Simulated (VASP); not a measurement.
# SnO2 (Cm) in VASP: further runs, part 2 of 2

VASP 6.6.1. Earlier steps stand in the parts before.

## (4) Single point, PBE+D3(BJ) (atoms displaced along a vibrational mode)

INCAR

```
  PREC = Accurate
  ENCUT = 520
  EDIFF = 1E-6
  ISMEAR = 0
  SIGMA = 0.05
  LREAL = F
  LASPH = T
  NELM = 100
  ALGO = Normal
  ISIF = 2
  LWAVE = F
  LCHARG = T
  GGA = PE
  IVDW = 12
  LELF = T
  LVHAR = T
  NBANDS = 64
```

KPOINTS

```
Automatic mesh
0
Gamma
  6 6 6
```

POSCAR

```
SnO2
1.0
    3.2373377715      1.8690778339      4.2908446674
   -3.2373377715      1.8690778339      4.2908446674
    0.0000000000     -3.7381556677      4.2908446674
Sn O
4 8
Direct
    0.8599625747      0.8671870995      0.8671870992
    0.3600013011      0.3671837578      0.8671908340
    0.3600013011      0.8671908344      0.3671837575
    0.8599769889      0.3671902475      0.3671902471
    0.1389787348      0.6122367478      0.6122367491
    0.6390030826      0.1122986984      0.6122612563
    0.6390030826      0.6122612550      0.1122986997
    0.6261705807      0.5995207290      0.5995207302
    0.1389901314      0.1122852627      0.1122852639
    0.1262225184      0.0994605334      0.5994867340
    0.1262225184      0.5994867328      0.0994605347
    0.6262159144      0.0994927327      0.0994927339
```

Command:

```bash
$ cat potpaw_PBE.64/Sn_d/POTCAR potpaw_PBE.64/O/POTCAR > POTCAR
$ mpirun -np 1 vasp_std > vasp.out
```

It took 16 min on 1 thread of Oxide Virtual Turin-like, shared host; peak memory 0.54 GiB.

Results (log left out):

```
Free energy                : -74.5984 eV
Pressure                   : 2.6 GPa
Largest force              : 1.915 eV/Å
Band gap on the k mesh     : 1.53 eV
Dispersion energy per atom : -0.201 eV
```

Forces in eV/Å, atoms in the order of the input:
```
Sn   1.657  0.957 -0.062
Sn   1.650  0.956 -0.065
Sn   1.652  0.951 -0.065
Sn   1.654  0.955 -0.058
O   -0.623 -0.360 -0.217
O   -0.624 -0.362 -0.221
O   -0.625 -0.359 -0.221
O   -1.026 -0.592  0.281
O   -0.623 -0.360 -0.221
O   -1.032 -0.596  0.283
O   -1.032 -0.596  0.283
O   -1.029 -0.594  0.282
```

Stress tensor (GPa, compression positive):
```
 3.39  0.82 -1.64
 0.82  2.44 -0.95
-1.64 -0.95  1.87
```

Levels at points of the mesh, in eV from the valence-band top:
```
           k point  band 49  band 50  band 51  band 52  band 53  band 54  band 55  band 56
(0.00, 0.00, 0.00)    -0.08    -0.08    -0.06     0.00     1.53     4.72     4.72     4.76
(0.50, 0.00, 0.00)    -0.40    -0.40    -0.09    -0.09     4.05     4.05     5.48     5.48
(0.00, 0.50, 0.00)    -0.41    -0.41    -0.09    -0.09     4.02     4.02     5.51     5.51
(0.50, 0.50, 0.00)    -0.59    -0.58    -0.18    -0.18     4.43     4.43     5.51     5.51
(0.00, 0.50, 0.50)    -0.58    -0.58    -0.19    -0.19     4.44     4.44     5.48     5.48
(0.50, 0.50, 0.50)    -1.06    -0.97    -0.96    -0.96     3.44     5.23     5.23     5.26
```

Caveat: the cell differs from its parent crystal (atoms displaced along a vibrational mode); spin-orbit coupling is left out, which moves the levels of the heavy elements; forces of over 1 eV/Å act on the atoms, so gaps and moduli don't describe the material at rest.

## (5) Single point, PBE+D3(BJ) (atoms displaced along a vibrational mode)

INCAR

```
SYSTEM = SnO2
PREC = Accurate
ENCUT = 520
EDIFF = 1E-6
ISMEAR = 0
SIGMA = 0.05
LREAL = .False.
LASPH = .True.
NELM = 80
ALGO = Normal
ISIF = 2
LWAVE = .False.
LCHARG = .False.
GGA = PE
IVDW = 12
NBANDS = 64
```

KPOINTS

```
Automatic mesh
0
Gamma
  6 6 6
  0 0 0
```

POSCAR

```
SnO2
1.0
    3.2373377712      1.8690778337      4.2908446647
   -3.2373377712      1.8690778337      4.2908446647
    0.0000000000     -3.7381556673      4.2908446647
Sn O
4 8
Direct
    0.8599605958      0.8671880892      0.8671880888
    0.3600027983      0.3671822405      0.8671916115
    0.3600027983      0.8671916118      0.3671822401
    0.8599754349      0.3671902670      0.3671902667
    0.1328273357      0.6153107128      0.6153107196
    0.6328561885      0.1153743952      0.6153341853
    0.6328561885      0.6153341786      0.1153744020
    0.6323191088      0.5964464669      0.5964464627
    0.1328413067      0.1153596724      0.1153596792
    0.1323769536      0.0963814206      0.5964164264
    0.1323769536      0.5964164306      0.0963814163
    0.6323565237      0.0964174168      0.0964174125
```

Command:

```bash
$ cat potpaw_PBE.64/Sn_d/POTCAR potpaw_PBE.64/O/POTCAR > POTCAR
$ mpirun -np 1 vasp_std > vasp.out
```

Run time: 11 min. Hardware: 1 thread of Oxide Virtual Turin-like, shared host; peak memory 0.54 GiB.

The run converged. Its results:

```
Free energy                : -74.4730 eV
Pressure                   : 2.9 GPa
Largest force              : 2.206 eV/Å
Band gap on the k mesh     : 1.53 eV
Dispersion energy per atom : -0.201 eV
```

Forces in eV/Å, atoms in the order of the input:
```
Sn   1.893  1.093 -0.302
Sn   1.884  1.091 -0.304
Sn   1.887  1.086 -0.304
Sn   1.888  1.090 -0.297
O   -0.358 -0.206 -0.148
O   -0.358 -0.208 -0.153
O   -0.359 -0.206 -0.153
O   -1.526 -0.881  0.452
O   -0.357 -0.206 -0.152
O   -1.532 -0.885  0.454
O   -1.532 -0.885  0.454
O   -1.529 -0.883  0.454
```

Stress tensor (GPa, compression positive):
```
 3.99  1.32 -4.43
 1.32  2.46 -2.56
-4.43 -2.56  2.30
```

Levels at points of the mesh, in eV from the valence-band top:
```
           k point  band 48  band 49  band 50  band 51  band 52  band 53  band 54  band 55  band 56  band 57
(0.00, 0.00, 0.00)    -0.57    -0.10    -0.06    -0.05     0.00     1.53     4.67     4.67     4.88     5.48
(0.50, 0.00, 0.00)    -0.58    -0.35    -0.35    -0.10    -0.10     4.11     4.11     5.45     5.45     6.63
(0.00, 0.50, 0.00)    -0.52    -0.43    -0.43    -0.07    -0.07     3.99     3.99     5.52     5.52     6.67
(0.50, 0.50, 0.00)    -0.92    -0.58    -0.58    -0.16    -0.16     4.40     4.40     5.54     5.54     7.39
(0.00, 0.50, 0.50)    -0.88    -0.59    -0.59    -0.21    -0.21     4.49     4.49     5.42     5.42     7.42
(0.50, 0.50, 0.50)    -1.04    -0.99    -0.94    -0.93    -0.93     3.43     5.16     5.16     5.40     5.76
```

Caveat: the cell differs from its parent crystal (atoms displaced along a vibrational mode); spin-orbit coupling is left out, which moves the levels of the heavy elements; forces of over 1 eV/Å act on the atoms, so gaps and moduli don't describe the material at rest.

## (6) Single point, PBE+D3(BJ) (atoms displaced along a vibrational mode)

INCAR

```
SYSTEM = SnO2
PREC     = Accurate       ! precision mode
ENCUT    = 520            ! plane-wave cutoff, eV
EDIFF    = 1E-6           ! SCF threshold, eV
ISMEAR   = 0              ! smearing method
SIGMA    = 0.05           ! smearing width, eV
LREAL    = .FALSE.        ! projectors in reciprocal space
LASPH    = .TRUE.         ! aspherical terms in the spheres
NELM     = 80             ! most SCF steps
ALGO     = Normal         ! electronic algorithm
ISIF     = 2              ! what is computed and relaxed
LWAVE    = .FALSE.        ! write WAVECAR
LCHARG   = .FALSE.        ! write CHGCAR
GGA      = PE             ! functional
IVDW     = 12             ! dispersion correction
NBANDS   = 64             ! bands
```

KPOINTS

```
regular mesh
0
G
  6 6 6
  0 0 0
```

POSCAR

```
SnO2
1.0
    3.2373377715      1.8690778339      4.2908446674
   -3.2373377715      1.8690778339      4.2908446674
    0.0000000000     -3.7381556677      4.2908446674
Sn O
4 8
Direct
    0.8695992323      0.8623687704      0.8623687708
    0.3695792408      0.3624028144      0.8623800503
    0.3695792408      0.8623800500      0.3624028148
    0.8695985570      0.3623932505      0.3623932508
    0.1157081566      0.6239493819      0.6239493697
    0.6156247814      0.1239339943      0.6239269233
    0.6156247814      0.6239269355      0.1239339821
    0.5783403816      0.6234358243      0.6234358340
    0.1156812733      0.1239396984      0.1239396862
    0.0782524716      0.1234815524      0.6234468047
    0.0782524716      0.6234467950      0.1234815621
    0.5782957815      0.1234417521      0.1234417618
```

Potentials or basis: VASP PAW PBE potentials, release 64 (Sn_d, O).

Command:

```bash
$ cat potpaw_PBE.64/Sn_d/POTCAR potpaw_PBE.64/O/POTCAR > POTCAR
$ mpirun -np 1 vasp_std > vasp.out
```

Run time: 22 min. Hardware: 1 thread of Oxide Virtual Turin-like, shared host; peak memory 0.54 GiB.

It converged, with:

```yaml
Free_energy: -74.4933 eV
Pressure: 2.8 GPa
Largest_force: 1.480 eV/Å
Band_gap_on_the_k_mesh: 1.51 eV
Dispersion_energy_per_atom: -0.201 eV
```

Forces on the atoms (eV/Å):
```
Sn  -1.248 -0.721 -0.335
Sn  -1.236 -0.718 -0.333
Sn  -1.240 -0.712 -0.333
Sn  -1.245 -0.719 -0.340
O    0.096  0.055 -0.137
O    0.097  0.056 -0.132
O    0.097  0.056 -0.132
O    1.145  0.661  0.468
O    0.095  0.055 -0.135
O    1.149  0.660  0.470
O    1.146  0.665  0.470
O    1.146  0.662  0.468
```

Stress tensor (GPa, compression positive):
```
 2.94 -0.10  3.80
-0.10  3.05  2.19
 3.80  2.19  2.31
```

Levels at points of the mesh, in eV from the valence-band top:
```tsv
k point	band 50	band 51	band 52	band 53	band 54	band 55
(0.00, 0.00, 0.00)	-0.08	-0.04	0.00	1.51	4.52	4.87
(0.50, 0.00, 0.00)	-0.45	-0.07	-0.07	3.90	3.90	5.56
(0.00, 0.50, 0.00)	-0.36	-0.09	-0.08	4.08	4.08	5.47
(0.50, 0.50, 0.00)	-0.59	-0.20	-0.20	4.47	4.47	5.45
(0.00, 0.50, 0.50)	-0.54	-0.12	-0.12	4.31	4.31	5.61
(0.50, 0.50, 0.50)	-1.02	-0.82	-0.82	3.42	4.97	5.38
```

Caveat: the cell differs from its parent crystal (atoms displaced along a vibrational mode); spin-orbit coupling is left out, which moves the levels of the heavy elements; forces of over 1 eV/Å act on the atoms, so gaps and moduli don't describe the material at rest.

## (7) Overview

```csv
cell,gap on the mesh (eV),pressure (GPa),largest force (eV/Å)
"as given, atomic positions A",1.52,2.1,1.28
"as given, atomic positions B",1.51,2.8,1.48
"as given, atomic positions C",1.53,2.6,1.91
"as given, atomic positions D",1.53,2.9,2.21
```

Alike in all rows: task single point; level PBE+D3(BJ); potentials or basis VASP PAW PBE potentials, release 64 (Sn_d, O); no spin polarisation; k mesh 6 × 6 × 6; cutoff (eV) 520; smearing gaussian 0.05 eV.

Caveats: spin-orbit coupling is left out, which moves the levels of the heavy elements; forces of over 1 eV/Å act on the atoms, so gaps and moduli don't describe the material at rest.

Absolute energies hang on the potentials; compare differences alone.
